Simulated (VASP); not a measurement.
Crystal: Ce.

```xyz
1
Lattice="0.0000 2.5369 2.5369 2.5369 0.0000 2.5369 2.5369 2.5369 0.0000" Properties=species:S:1:pos:R:3 pbc="T T T"
Ce    0.0000    0.0000    0.0000
```

```yaml
Program: VASP 6.6.1
Task: relaxation of cell and atoms
Functional: PBE
Potentials_or_basis: VASP PAW PBE potentials, release 64 (Ce)
Cutoff: 720 eV
k_mesh: 12 × 12 × 12
Occupations: methfessel-paxton, width 0.05 eV
Spin: collinear spin, ferromagnetic start
Starting_moments: "[1.0] μB"
```

At the start: pressure -5.1 GPa; volume 32.65 Å³/atom.

Problem. How do energy, volume and symmetry change on relaxing?

Solution. Over 6 steps the energy falls by 128.5 meV/atom and the volume is 26.23 Å³/atom (-19.7 %); space group Fm-3m (No. 225, to 0.1 Å) before and after; moment 0.00 μB per cell.

Step by step:
| step | energy change (eV) | largest force (eV/Å) | pressure (GPa) | volume (Å³) |
| --- | --- | --- | --- | --- |
| 1 | 0.0000 | 0.0000 | -5.05 | 32.65 |
| 2 | -0.1154 | 0.0000 | -2.36 | 28.03 |
| 3 | -0.1286 | 0.0000 | -0.12 | 26.35 |
| 4 | -0.1287 | 0.0000 | 0.01 | 26.23 |
| 5 | -0.1285 | 0.0000 | 0.00 | 26.23 |
| 6 | -0.1285 | 0.0000 | 0.00 | 26.23 |

Final structure:
```
Ce
1.0
     0.00000    2.35839    2.35839
     2.35839    0.00000    2.35839
     2.35839    2.35839    0.00000
Ce
1
Direct
  0.00000 0.00000 0.00000
```

Caveat: the magnetic or orbital state may not be the lowest; the volume moved by over 15 % at a fixed basis, so the end points are rough; semilocal functionals describe open f shells poorly, which spoils levels, moments and volumes.
